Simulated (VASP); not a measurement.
# Sr (Fm-3m) in VASP: further runs

Runs on Sr. Level: PBE. Tasks: single point, relaxation of cell and atoms.

Everything below comes from runs of VASP 6.6.1. Logs are shortened: lines on timing, memory, paths and dates and some standing lists are left out, and cuts for length are marked.

**1. The cell of the first run**

Symmetry: Fm-3m, No. 225, cubic system. Conventional cell: a = 4.542 Å, b = 4.542 Å, c = 4.542 Å, α = 90.00°, β = 90.00°, γ = 90.00°. Within 4.2 Å of Sr (site symmetry m-3m) lie 12 Sr at 3.21 Å.

**2. Single point, PBE**

INCAR

```
SYSTEM = Sr
ALGO = Normal ; EDIFF = 1E-7
ENCUT = 520 ; GGA = PE
ISIF = 2 ; ISMEAR = -1
LASPH = .TRUE. ; LCHARG = .FALSE.
LREAL = .FALSE. ; LWAVE = .FALSE.
NBANDS = 11 ; NELM = 100
PREC = Accurate ; SIGMA = 0.05
```

KPOINTS

```
k-points
0
G
  15 15 15
  0 0 0
```

POSCAR

```
Sr
1.0
    0.0000000000      2.2708634601      2.2708634601
    2.2708634601      0.0000000000      2.2708634601
    2.2708634601      2.2708634601      0.0000000000
Sr
1
Direct
    0.0000000000      0.0000000000      0.0000000000
```

Potentials or basis: VASP PAW PBE potentials, release 64 (Sr_sv).

On the command line:

```
cat potpaw_PBE.64/Sr_sv/POTCAR > POTCAR
mpirun -np 1 vasp_std > vasp.out
```

OUTCAR:

```text
SYSTEM = Sr
   EDIFF = 1E-7
   ENCUT = 520
   GGA = PE
   ISIF = 2
   ISMEAR = -1
   LASPH = .TRUE.
   LREAL = .FALSE.
   NELM = 100
   PREC = Accurate

 ion  position               nearest neighbor table
   1  0.000  0.000  0.000-

  LATTYP: Found a face centered cubic cell.
 ALAT       =     4.5417269202

  Lattice vectors:

 A1 = (   0.0000000000,   2.2708634601,   2.2708634601)
 A2 = (   2.2708634601,   0.0000000000,   2.2708634601)
 A3 = (   2.2708634601,   2.2708634601,   0.0000000000)

Analysis of symmetry for initial positions (statically):
=====================================================================
 Subroutine PRICEL returns:
 Original cell was already a primitive cell.

 Routine SETGRP: Setting up the symmetry group for a
 face centered cubic supercell.

 Subroutine GETGRP returns: Found 48 space group operations
 (whereof 48 operations were pure point group operations)
 out of a pool of 48 trial point group operations.

The static configuration has the point symmetry O_h .

Analysis of symmetry for dynamics (positions and initial velocities):
=====================================================================
 Subroutine PRICEL returns:
 Original cell was already a primitive cell.

 Routine SETGRP: Setting up the symmetry group for a
 face centered cubic supercell.

 Subroutine GETGRP returns: Found 48 space group operations
 (whereof 48 operations were pure point group operations)
 out of a pool of 48 trial point group operations.

The dynamic configuration has the point symmetry O_h .

 Subroutine INISYM returns: Found 48 space group operations
 (whereof 48 operations are pure point group operations),
 and found     1 'primitive' translations

----------------------------------------------------------------------------------------

                                     Primitive cell

  volume of cell :      23.4209

  direct lattice vectors                    reciprocal lattice vectors
     0.000000000  2.270863460  2.270863460    -0.220180565  0.220180565  0.220180565
     2.270863460  0.000000000  2.270863460     0.220180565 -0.220180565  0.220180565
     2.270863460  2.270863460  0.000000000     0.220180565  0.220180565 -0.220180565

  length of vectors
     3.211485904  3.211485904  3.211485904     0.381363926  0.381363926  0.381363926

  position of ions in fractional coordinates (direct lattice)
     0.000000000  0.000000000  0.000000000

  ion indices of the primitive-cell ions
   primitive index   ion index
                 1           1

----------------------------------------------------------------------------------------

 KPOINTS: k-points

Automatic generation of k-mesh.
 Grid dimensions read from file:
 generate k-points for:   15   15   15

 Generating k-lattice:

  Cartesian coordinates                     Fractional coordinates (reciprocal lattice)
    -0.014678704  0.014678704  0.014678704     0.066666667  0.000000000  0.000000000
     0.014678704 -0.014678704  0.014678704     0.000000000  0.066666667  0.000000000
     0.014678704  0.014678704 -0.014678704     0.000000000  0.000000000  0.066666667

  Length of vectors
     0.025424262  0.025424262  0.025424262

  Shift w.r.t. Gamma in fractional coordinates (k-lattice)
     0.000000000  0.000000000  0.000000000

 Subroutine IBZKPT returns following result:
 ===========================================

 Found    120 irreducible k-points:

 Following reciprocal coordinates:
            Coordinates               Weight
  0.000000  0.000000  0.000000      1.000000
  0.066667  0.000000  0.000000      8.000000
  0.133333  0.000000  0.000000      8.000000
  0.200000  0.000000  0.000000      8.000000
  0.266667  0.000000  0.000000      8.000000
  0.333333  0.000000  0.000000      8.000000
[... 16 lines left out ...]
  0.133333  0.133333  0.000000      6.000000
  0.200000  0.133333  0.000000     24.000000
 [... further k-points ...]
   k-points           NKPTS =    120   k-points in BZ     NKDIM =    120   number of bands    NBANDS=     11
   number of dos      NEDOS =    301   number of ions     NIONS =      1
   total plane-waves  NPLWV =  13824
   dimension x,y,z NGX =    24 NGY =   24 NGZ =   24
   dimension x,y,z NGXF=    48 NGYF=   48 NGZF=   48
   ions per type =               1
   NGX,Y,Z   is equivalent  to a cutoff of  12.42, 12.42, 12.42 a.u.
   NGXF,Y,Z  is equivalent  to a cutoff of  24.85, 24.85, 24.85 a.u.
 SYSTEM =  Sr
   PREC   = accura    normal or accurate (medium, high low for compatibility)
   ISTART =      0    job   : 0-new  1-cont  2-samecut
   ICHARG =      2    charge: 1-file 2-atom 10-const
   ISPIN  =      1    spin polarized calculation?
   LNONCOLLINEAR =      F non collinear calculations
   LSORBIT =      F    spin-orbit coupling
   LASPH  =      T    aspherical Exc in radial PAW
   ENCUT  =  520.0 eV  38.22 Ry    6.18 a.u.   5.97  5.97  5.97*2*pi/ulx,y,z
   NELM   =    100;   NELMIN=  2; NELMDL= -5     # of ELM steps
   EDIFF  = 0.1E-06   stopping-criterion for ELM
   LREAL  =      F    real-space projection
   EDIFFG = 0.1E-05   stopping-criterion for IOM
   NSW    =      0    number of steps for IOM
   IBRION =     -1    ionic relax: 0-MD 1-quasi-New 2-CG
   NFREE  =      0    steps in history (QN), initial steepest desc. (CG)
   ISIF   =      2    stress and relaxation
   ISYM   =      2    0-nonsym 1-usesym 2-fastsym
   POTIM  = 0.5000    time-step for ionic-motion
   TEBEG  =    0.0;   TEEND  =   0.0 temperature during run
   PSTRESS=    0.0 pullay stress
   NELECT =      10.0000    total number of electrons
   NUPDOWN=      -1.0000    fix difference up-down
   EMIN   =  10.00;   EMAX   =-10.00  energy-range for DOS
   EFERMI =   0.00;   METHOD = LEGACY
   ISMEAR =    -1;   SIGMA  =   0.05  broadening in eV -4-tet -1-fermi 0-gaus
   EFERMI_NEDOS =   21; number of points for ismear=-14 and -15
   IALGO  =     38    algorithm
   IMIX   =      4    mixing-type and parameters
     AMIX     =   0.40;   BMIX     =  1.00
     AMIX_MAG =   1.60;   BMIX_MAG =  1.00
  volume/ion in A,a.u.               =      23.42       158.05
  Fermi-wavevector in a.u.,A,eV,Ry     =   1.232747  2.329553 20.676286  1.519664
  Thomas-Fermi vector in A             =   2.367504
   LORBIT       =      0    0 simple, 1 ext, 2 COOP (PROOUT), +10 PAW based schemes
   GGA     = PE    functional components
[... 5 lines left out ...]
 non-spin polarized calculation
  energy-cutoff  :      520.00
  volume of cell :       23.42
 maximum number of plane-waves:       641
   NGX = 11   NGY = 11   NGZ = 11

 number of electron      10.0000000 magnetization

 Free energy of the ion-electron system (eV)
  ---------------------------------------------------
  ext. energy  EPLUGINS =         0.00000000
  ---------------------------------------------------
  free energy    TOTEN  =         0.28608808 eV

  energy without entropy =        0.29374254  energy(sigma->0) =        0.28991531

 E-fermi :   5.4887     XC(G=0): -10.5274

 val. band max:        5.4512979752   @ k =  -0.3333   0.3333   0.1333
 cond. band min:       5.4922446010   @ k =  -0.4667   0.2667   0.1333
 fundamental gap:      0.0409466258
 Fermi energy:         5.4886578877

 k-point     1 :       0.0000    0.0000    0.0000
  band No.  band energies     occupation
      1     -30.2213      2.00000
      2     -10.9639      2.00000
      3     -10.9639      2.00000
      4     -10.9639      2.00000
      5       1.7269      2.00000
      6       8.7623      0.00000
      7       8.7623      0.00000
      8       8.7623      0.00000
      9      12.2743      0.00000
     10      12.2743      0.00000
     11      15.8467      0.00000

 k-point     2 :       0.0667    0.0000    0.0000
  band No.  band energies     occupation
      1     -30.2023      2.00000
      2     -11.0954      2.00000
      3     -10.9774      2.00000
      4     -10.9774      2.00000
      5       1.9235      2.00000
      6       8.5386      0.00000
      7       8.8510      0.00000
      8       8.8510      0.00000
      9      12.1216      0.00000
     10      12.1216      0.00000
     11      16.2922      0.00000

 k-point     3 :       0.1333    0.0000    0.0000
  band No.  band energies     occupation
      1     -30.1479      2.00000
      2     -11.4521      2.00000
      3     -11.0154      2.00000
      4     -11.0154      2.00000
      5       2.4544      2.00000
      6       8.0507      0.00000
      7       9.0604      0.00000
      8       9.0604      0.00000
      9      11.8225      0.00000
     10      11.8225      0.00000
     11      17.2113      0.00000

 k-point     4 :       0.2000    0.0000    0.0000
  band No.  band energies     occupation
      1     -30.0662      2.00000
      2     -11.9432      2.00000
      3     -11.0703      2.00000
      4     -11.0703      2.00000
      5       3.1487      2.00000
      6       7.6284      0.00000
      7       9.1938      0.00000
      8       9.1938      0.00000
      9      11.7500      0.00000
     10      11.7500      0.00000
     11      16.8858      0.00000

 k-point     5 :       0.2667    0.0000    0.0000
  band No.  band energies     occupation
      1     -29.9702      2.00000
      2     -12.4674      2.00000
      3     -11.1322      2.00000
      4     -11.1322      2.00000
      5       3.7358      2.00000
      6       7.5661      0.00000
      7       9.0599      0.00000
      8       9.0599      0.00000
      9      12.2016      0.00000
     10      12.2016      0.00000
     11      16.1364      0.00000

 k-point     6 :       0.3333    0.0000    0.0000
  band No.  band energies     occupation
      1     -29.8761      2.00000
      2     -12.9377      2.00000
      3     -11.1901      2.00000
      4     -11.1901      2.00000
      5       3.9964      2.00000
      6       7.9954      0.00000
      7       8.7740      0.00000
      8       8.7740      0.00000
      9      13.0723      0.00000
     10      13.0723      0.00000
     11      15.6446      0.00000

 k-point     7 :       0.4000    0.0000    0.0000
  band No.  band energies     occupation
      1     -29.8008      2.00000
      2     -13.2880      2.00000
      3     -11.2346      2.00000
      4     -11.2346      2.00000
      5       4.0118      2.00000
      6       8.5164      0.00000
      7       8.5164      0.00000
      8       8.6552      0.00000
      9      14.0783      0.00000
     10      14.0783      0.00000
     11      15.5140      0.00000

 k-point     8 :       0.4667    0.0000    0.0000
  band No.  band energies     occupation
      1     -29.7589      2.00000
      2     -13.4744      2.00000
      3     -11.2586      2.00000
      4     -11.2586      2.00000
      5       3.9727      2.00000
      6       8.3726      0.00000
      7       8.3726      0.00000
      8       9.1180      0.00000
      9      14.8303      0.00000
     10      14.8303      0.00000
     11      15.6581      0.00000
[... 141 lines left out ...]
 k-point    19 :      -0.2667    0.0667    0.0000
  band No.  band energies     occupation
      1     -29.9259      2.00000
      2     -12.6285      2.00000
      3     -11.2779      2.00000
      4     -11.1221      2.00000
      5       4.0329      2.00000
      6       7.5151      0.00000
      7       8.7629      0.00000
      8       9.0788      0.00000
      9      11.7721      0.00000
     10      13.3084      0.00000
     11      16.4206      0.00000

 k-point    20 :      -0.2000    0.0667    0.0000
  band No.  band energies     occupation
      1     -30.0214      2.00000
      2     -12.1355      2.00000
      3     -11.2079      2.00000
      4     -11.0586      2.00000
      5       3.5265      2.00000
      6       7.4190      0.00000
      7       9.0633      0.00000
      8       9.3203      0.00000
      9      11.1413      0.00000
     10      12.5518      0.00000
     11      17.0936      0.00000

 k-point    21 :      -0.1333    0.0667    0.0000
  band No.  band energies     occupation
      1     -30.1079      2.00000
      2     -11.6507      2.00000
      3     -11.1287      2.00000
      4     -11.0075      2.00000
      5       2.8318      2.00000
      6       7.7361      0.00000
      7       9.1585      0.00000
      8       9.2267      0.00000
      9      11.1756      0.00000
     10      12.2062      0.00000
     11      17.7316      0.00000

 k-point    22 :      -0.0667    0.0667    0.0000
  band No.  band energies     occupation
      1     -30.1714      2.00000
      2     -11.2743      2.00000
      3     -11.0468      2.00000
      4     -10.9786      2.00000
      5       2.2332      2.00000
      6       8.2062      0.00000
      7       8.9753      0.00000
      8       9.0203      0.00000
      9      11.6426      0.00000
     10      12.1907      0.00000
     11      16.9539      0.00000

 k-point    23 :       0.1333    0.1333    0.0000
  band No.  band energies     occupation
      1     -30.1235      2.00000
      2     -11.4399      2.00000
      3     -11.1175      2.00000
      4     -11.1175      2.00000
      5       2.6966      2.00000
      6       7.5842      0.00000
      7       9.3822      0.00000
      8       9.3822      0.00000
      9      10.5795      0.00000
     10      12.6273      0.00000
     11      17.9720      0.00000

 k-point    24 :       0.2000    0.1333    0.0000
  band No.  band energies     occupation
      1     -30.0628      2.00000
      2     -11.7585      2.00000
      3     -11.1924      2.00000
      4     -11.1723      2.00000
      5       3.2375      2.00000
      6       7.1430      0.00000
      7       9.3952      0.00000
      8       9.6780      0.00000
      9      10.3240      0.00000
     10      12.7682      0.00000
     11      18.8519      0.00000

 [... further k-points ...]

------------------------ aborting loop because EDIFF is reached ----------------------------------------

  FORCE on cell =-STRESS in cart. coord.  units (eV):
  Direction    XX          YY          ZZ          XY          YZ          ZX
  --------------------------------------------------------------------------------------
  -------------------------------------------------------------------------------------
  Total        4.8909629      4.8909629      4.8909629      0.0000000      0.0000000     -0.0000000
  in kB      334.5814694    334.5814694    334.5814694      0.0000000      0.0000000     -0.0000000
  external PRESSURE =     334.5814694 kB  Pullay stress =       0.0000000 kB

 VOLUME and BASIS-vectors are now :
 -----------------------------------------------------------------------------
  energy-cutoff  :      520.00
  volume of cell :       23.42
      direct lattice vectors                 reciprocal lattice vectors
     0.000000000  2.270863460  2.270863460    -0.220180565  0.220180565  0.220180565
     2.270863460  0.000000000  2.270863460     0.220180565 -0.220180565  0.220180565
     2.270863460  2.270863460  0.000000000     0.220180565  0.220180565 -0.220180565

 POSITION                                       TOTAL-FORCE (eV/Angst)
 -----------------------------------------------------------------------------------
      0.00000      0.00000      0.00000         0.000000      0.000000      0.000000
 -----------------------------------------------------------------------------------
    total drift:                                0.000000      0.000000     -0.000000

  FREE ENERGIE OF THE ION-ELECTRON SYSTEM (eV)
  ---------------------------------------------------
  free  energy   TOTEN  =         0.2860880756 eV

  energy  without entropy=        0.2937425373  energy(sigma->0) =        0.28991531
```

Run time: 9.7 s. Hardware: 1 thread of Intel Xeon 6975P-C (Granite Rapids), shared host; peak memory 0.15 GiB.

Results:

```yaml
Free_energy: 0.2861 eV
Pressure: 33.5 GPa
Band_gap_on_the_k_mesh: zero (band 5 reaches 6.01 eV, above the bottom of band 6 at 4.52 eV)
```

(Continued in part 2 of 2.)
